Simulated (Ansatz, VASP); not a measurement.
Two plane-wave programs on GdO

```
Gd O
1.0
     0.00000    2.71788    2.71788
     2.71788    0.00000    2.71788
     2.71788    2.71788    0.00000
Gd O
1 1
Direct
  0.00000 0.00000 0.00000
  0.75000 0.75000 0.75000
```

Alike in both runs: task single point; functional PBEsol; k mesh 9 × 9 × 9; occupations fermi-dirac, width 0.05 eV; collinear spin.

|  | VASP | Ansatz |
| --- | --- | --- |
| version | VASP 6.6.1 | Ansatz 0.2.0 |
| potentials or method | VASP PAW PBE potentials, release 64 (Gd, O) | Ansatz PAW |
| plane-wave cutoff (eV) | 520 | 420 |
| valence electrons in the cell | 24 | 24 |

```csv
,VASP,Ansatz,Ansatz less VASP
gap on the k mesh at the Fermi level (eV),none,none,-
pressure (GPa),-6.0,-6.1,-0.10
net moment per atom (μB),3.76,3.75,-0.007
size of the moment on the site where the two differ most (μB),6.86,6.82,-0.043
```

VASP's potentials were made for PBE, not for PBEsol. Site moments also hang on the region over which each program counts them. A gap of «none» marks a metal or a gap that the smearing closes.

Spin-orbit coupling is off throughout.
